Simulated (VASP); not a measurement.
# Sc (C2/m) in VASP: further runs

Sc is run at these levels: PBE+D4; tasks: single point.

Everything below comes from runs of VASP 6.6.1. Logs are shortened: lines on timing, memory, paths and dates and some standing lists are left out, and cuts for length are marked.

## Step 1: The cell of the first run

Symmetry: C2/m, No. 12, monoclinic system. The conventional cell has a = 8.808 Å, b = 5.001 Å, c = 3.201 Å, α = 90.00°, β = 90.06°, γ = 90.00°. Within 3.8 Å of Sc (site symmetry m) lie 11 Sc at 2.90 to 3.35 Å. Sc (site symmetry 2/m) has 14 Sc at 3.20 to 3.35 Å within 4.2 Å.

## Step 2: Single point, PBE+D4

INCAR

```
SYSTEM = Sc
PREC     = Accurate       ! precision mode
ENCUT    = 520            ! plane-wave cutoff, eV
EDIFF    = 1E-7           ! SCF threshold, eV
ISMEAR   = 1              ! smearing method
SIGMA    = 0.1            ! smearing width, eV
LREAL    = .FALSE.        ! projectors in reciprocal space
LASPH    = .TRUE.         ! aspherical terms in the spheres
NELM     = 80             ! most SCF steps
ALGO     = Normal         ! electronic algorithm
ISIF     = 2              ! what is computed and relaxed
LWAVE    = .FALSE.        ! write WAVECAR
LCHARG   = .FALSE.        ! write CHGCAR
GGA      = PE             ! functional
IVDW     = 13             ! dispersion correction
NBANDS   = 24             ! bands
```

KPOINTS

```
Automatic mesh
0
G
  5 5 7
  0 0 0
```

POSCAR

```
Sc
1.0
    4.4040490300     -2.5002670000      0.0000000000
    4.4040490300      2.5002670000      0.0000000000
   -0.0034756300      0.0000000000      3.2007192800
Sc
3
Direct
    0.3332340000      0.3332340000      0.9951080000
    0.0000000000      0.0000000000      0.5000000000
    0.6667660000      0.6667660000      0.0048920000
```

Potentials or basis: VASP PAW PBE potentials, release 64 (Sc_sv).

On the command line:

```bash
> cat potpaw_PBE.64/Sc_sv/POTCAR > POTCAR
> mpirun -np 1 vasp_std > vasp.out
```

OUTCAR:

```text
SYSTEM = Sc
   PREC = Accurate
   ENCUT = 520
   EDIFF = 1E-7
   ISMEAR = 1
   LREAL = .FALSE.
   LASPH = .TRUE.
   NELM = 80
   ISIF = 2
   GGA = PE
   IVDW = 13

 ion  position               nearest neighbor table
   1  0.333  0.333  0.995-   3 2.90   3 2.90   3 2.94   2 3.31   2 3.31   2 3.32   2 3.32   2 3.33
                             2 3.35
   2  0.000  0.000  0.500-   3 3.31   3 3.31   1 3.31   1 3.31   3 3.32   1 3.32   3 3.32   1 3.32
                             1 3.33   3 3.33   3 3.35   1 3.35
   3  0.667  0.667  0.005-   1 2.90   1 2.90   1 2.94   2 3.31   2 3.31   2 3.32   2 3.32   2 3.33
                             2 3.35

  LATTYP: Found a base centered monoclinic cell.
 ALAT       =     8.8080980600
 B/A-ratio  =     0.5677200646
 C/A-ratio  =     0.3633839162
 COS(beta)  =    -0.0010858897

  Lattice vectors:

 A1 = (   4.4040490300,  -2.5002670000,   0.0000000000)
 A2 = (   4.4040490300,   2.5002670000,   0.0000000000)
 A3 = (  -0.0034756300,   0.0000000000,   3.2007192800)

Analysis of symmetry for initial positions (statically):
=====================================================================
 Subroutine PRICEL returns:
 Original cell was already a primitive cell.

 Routine SETGRP: Setting up the symmetry group for a
 base centered monoclinic supercell.

 Subroutine GETGRP returns: Found  4 space group operations
 (whereof  4 operations were pure point group operations)
 out of a pool of  4 trial point group operations.

The static configuration has the point symmetry C_2h.

Analysis of symmetry for dynamics (positions and initial velocities):
=====================================================================
 Subroutine PRICEL returns:
 Original cell was already a primitive cell.

 Routine SETGRP: Setting up the symmetry group for a
 base centered monoclinic supercell.

 Subroutine GETGRP returns: Found  4 space group operations
 (whereof  4 operations were pure point group operations)
 out of a pool of  4 trial point group operations.

The dynamic configuration has the point symmetry C_2h.

 Subroutine INISYM returns: Found  4 space group operations
 (whereof  4 operations are pure point group operations),
 and found     1 'primitive' translations

----------------------------------------------------------------------------------------

                                     Primitive cell
[... 91 lines left out ...]
   ENCUT  =  520.0 eV  38.22 Ry    6.18 a.u.   9.42  9.42  5.95*2*pi/ulx,y,z
   NELM   =     80;   NELMIN=  2; NELMDL= -5     # of ELM steps
   EDIFF  = 0.1E-06   stopping-criterion for ELM
   LREAL  =      F    real-space projection
   EDIFFG = 0.1E-05   stopping-criterion for IOM
   NSW    =      0    number of steps for IOM
   IBRION =     -1    ionic relax: 0-MD 1-quasi-New 2-CG
   NFREE  =      0    steps in history (QN), initial steepest desc. (CG)
   ISIF   =      2    stress and relaxation
   ISYM   =      2    0-nonsym 1-usesym 2-fastsym
   POTIM  = 0.5000    time-step for ionic-motion
   TEBEG  =    0.0;   TEEND  =   0.0 temperature during run
   PSTRESS=    0.0 pullay stress
   NELECT =      33.0000    total number of electrons
   NUPDOWN=      -1.0000    fix difference up-down
   EMIN   =  10.00;   EMAX   =-10.00  energy-range for DOS
   EFERMI =   0.00;   METHOD = LEGACY
   ISMEAR =     1;   SIGMA  =   0.10  broadening in eV -4-tet -1-fermi 0-gaus
   EFERMI_NEDOS =   21; number of points for ismear=-14 and -15
   IALGO  =     38    algorithm
   IMIX   =      4    mixing-type and parameters
     AMIX     =   0.40;   BMIX     =  1.00
     AMIX_MAG =   1.60;   BMIX_MAG =  1.00
  volume/ion in A,a.u.               =      23.50       158.56
  Fermi-wavevector in a.u.,A,eV,Ry     =   1.271181  2.402184 21.985674  1.615901
  Thomas-Fermi vector in A             =   2.404128
   LORBIT       =      0    0 simple, 1 ext, 2 COOP (PROOUT), +10 PAW based schemes
   GGA     = PE    functional components
   LHFCALC =     F    Hartree Fock is set to
   AEXX    =    0.0000 exact exchange contribution
   IVDW    =    13    specifies the selected vdW correction
   LEPSILON=     F    determine dielectric tensor
   LRPA    =     F    only Hartree local field effects (RPA)
 non-spin polarized calculation
 Methfessel and Paxton  Order N= 1 SIGMA  =   0.10
  energy-cutoff  :      520.00
  volume of cell :       70.49
 maximum number of plane-waves:      1919
 NGX is ok and might be reduce to    40
   NGX = 19   NGY = 19   NGZ = 11

 number of electron      33.0000002 magnetization

 Free energy of the ion-electron system (eV)
  ---------------------------------------------------
  ext. energy  EPLUGINS =         0.00000000
  ---------------------------------------------------
  free energy    TOTEN  =       -18.56177956 eV

  energy without entropy =      -18.56707750  energy(sigma->0) =      -18.56354554

 E-fermi :   3.8941     XC(G=0): -10.0658

 val. band max:        3.8736369578   @ k =   0.0000   0.0000   0.0000
 cond. band min:       3.9050876012   @ k =   0.2000  -0.0000   0.0000
 fundamental gap:      0.0314506434
 Fermi energy:         3.8940827455

 k-point     1 :       0.0000    0.0000    0.0000
  band No.  band energies     occupation
      1     -45.3921      2.00000
      2     -45.3031      2.00000
      3     -45.2626      2.00000
      4     -24.1924      2.00000
      5     -24.1713      2.00000
      6     -24.0364      2.00000
[... 637 lines left out ...]
     23       6.0345      0.00000
     24       6.3162      0.00000

 [... further k-points ...]

------------------------ aborting loop because EDIFF is reached ----------------------------------------

  DFT-D4 for vdW energy calculation

  Edisp (eV):   -0.83763

  FORCE on cell =-STRESS in cart. coord.  units (eV):
  Direction    XX          YY          ZZ          XY          YZ          ZX
  --------------------------------------------------------------------------------------
  -------------------------------------------------------------------------------------
  Total       0.04265     0.43285     0.07144     0.00000     0.00000     0.01569
  in kB       0.96939     9.83849     1.62382     0.00000     0.00000     0.35663
  external pressure =        4.14 kB  Pullay stress =        0.00 kB

 VOLUME and BASIS-vectors are now :
 -----------------------------------------------------------------------------
  energy-cutoff  :      520.00
  volume of cell :       70.49
      direct lattice vectors                 reciprocal lattice vectors
     4.404049030 -2.500267000  0.000000000     0.113531888 -0.199978642  0.000123283
     4.404049030  2.500267000  0.000000000     0.113531888  0.199978642  0.000123283
    -0.003475630  0.000000000  3.200719280     0.000000000  0.000000000  0.312429774

 POSITION                                       TOTAL-FORCE (eV/Angst)
 -----------------------------------------------------------------------------------
      2.93170      0.00000      3.18506         0.039411     -0.000000      0.033060
     -0.00174      0.00000      1.60036        -0.000000      0.000000      0.000000
      5.87292      0.00000      0.01566        -0.039411     -0.000000     -0.033060
 -----------------------------------------------------------------------------------
    total drift:                               -0.000000     -0.000000      0.000000

  FREE ENERGIE OF THE ION-ELECTRON SYSTEM (eV)
  ---------------------------------------------------
  free  energy   TOTEN  =       -19.3994051198 eV

  energy  without entropy=      -19.4047030658  energy(sigma->0) =      -19.40117110
```

OSZICAR:

```text
N       E                     dE             d eps       ncg     rms          rms(c)
DAV:   1     0.612635897611E+03    0.61264E+03   -0.14950E+04  2592   0.145E+03
DAV:   2     0.904929181226E+01   -0.60359E+03   -0.59356E+03  3360   0.651E+02
DAV:   3    -0.198274715525E+02   -0.28877E+02   -0.27885E+02  4168   0.200E+02
DAV:   4    -0.205586325161E+02   -0.73116E+00   -0.72188E+00  4376   0.313E+01
DAV:   5    -0.205729897058E+02   -0.14357E-01   -0.14347E-01  4184   0.511E+00    0.981E+00
DAV:   6    -0.188181474609E+02    0.17548E+01   -0.39567E+00  3600   0.206E+01    0.298E+00
DAV:   7    -0.185862618918E+02    0.23189E+00   -0.98217E-01  3872   0.974E+00    0.112E+00
DAV:   8    -0.185705540979E+02    0.15708E-01   -0.63933E-02  4344   0.322E+00    0.704E-01
DAV:   9    -0.185621199193E+02    0.84342E-02   -0.23322E-02  4704   0.195E+00    0.143E-01
DAV:  10    -0.185617731069E+02    0.34681E-03   -0.27003E-03  4064   0.680E-01    0.287E-02
DAV:  11    -0.185617796344E+02   -0.65276E-05   -0.14391E-04  4576   0.128E-01    0.125E-02
DAV:  12    -0.185617817646E+02   -0.21302E-05   -0.93394E-06  4352   0.378E-02    0.441E-03
DAV:  13    -0.185617796661E+02    0.20985E-05   -0.14682E-06  4000   0.164E-02    0.857E-04
DAV:  14    -0.185617795485E+02    0.11756E-06   -0.91073E-08  2512   0.509E-03    0.206E-04
DAV:  15    -0.185617795554E+02   -0.68244E-08   -0.18780E-08  2328   0.265E-03
   1 F= -.19399405E+02 E0= -.19401171E+02  d E =0.529795E-02
```

stdout:

```text
POSCAR found type information on POSCAR Sc
 POSCAR found :  1 types and       3 ions
 scaLAPACK will be used
 LDA part: xc-table for (Slater+PW92), standard interpolation
 POSCAR, INCAR and KPOINTS ok, starting setup
 FFT: planning ... GRIDC
 FFT: planning ... GRID_SOFT
 FFT: planning ... GRID
 WAVECAR not read
 entering main loop
```

It took 2.5 min on 1 thread of Intel Xeon 8259CL, shared host; peak memory 0.22 GiB.

Results:

- Free energy: -19.3994 eV
- Pressure: 0.4 GPa
- Largest force: 0.051 eV/Å
- Dispersion energy per atom: -0.279 eV

Forces on the atoms (eV/Å):
```
Sc   0.039  0.000  0.033
Sc   0.000  0.000  0.000
Sc  -0.039  0.000 -0.033
```

Stress tensor (GPa, compression positive):
```
0.10 0.00 0.04
0.00 0.98 0.00
0.04 0.00 0.16
```

Levels at points of the mesh, in eV from the Fermi level:
```tsv
k point	band 14	band 15	band 16	band 17	band 18	band 19
(0.00, 0.00, 0.00)	-0.80	-0.06	-0.02	0.08	0.09	0.79
```

Caveat: pairwise dispersion overbinds metals, which lowers pressure and volume.

## Step 3: Single point, PBE+D4

INCAR

```
  PREC = Accurate
  ENCUT = 520
  EDIFF = 1E-7
  ISMEAR = 1
  SIGMA = 0.1
  LREAL = F
  LASPH = T
  NELM = 80
  ALGO = Normal
  ISIF = 2
  LWAVE = F
  LCHARG = F
  GGA = PE
  IVDW = 13
  NBANDS = 24
```

KPOINTS

```
regular mesh
0
Gamma
  5 5 7
```

POSCAR is that of step 2.

Potentials or basis: VASP PAW PBE potentials, release 64 (Sc_sv).

On the command line:

```bash
> cat potpaw_PBE.64/Sc_sv/POTCAR > POTCAR
> mpirun -np 1 vasp_std > vasp.out
```

It took 2.6 min on 1 thread of Intel Xeon 8259CL, shared host; peak memory 0.22 GiB.

The run converged. Its results:

| Property | Result |
| --- | --- |
| Free energy | -19.3994 eV |
| Pressure | 0.4 GPa |
| Largest force | 0.051 eV/Å |
| Dispersion energy per atom | -0.279 eV |

Forces on the atoms (eV/Å):
```
Sc   0.039  0.000  0.033
Sc   0.000  0.000  0.000
Sc  -0.039  0.000 -0.033
```

Stress tensor (GPa, compression positive):
```
0.10 0.00 0.04
0.00 0.98 0.00
0.04 0.00 0.16
```

Levels at points of the mesh, in eV from the Fermi level:
```tsv
k point	band 12	band 13	band 14	band 15	band 16	band 17	band 18	band 19	band 20	band 21
(0.00, 0.00, 0.00)	-27.62	-5.13	-0.80	-0.06	-0.02	0.08	0.09	0.79	1.75	2.06
```

Caveat: pairwise dispersion overbinds metals, which lowers pressure and volume.
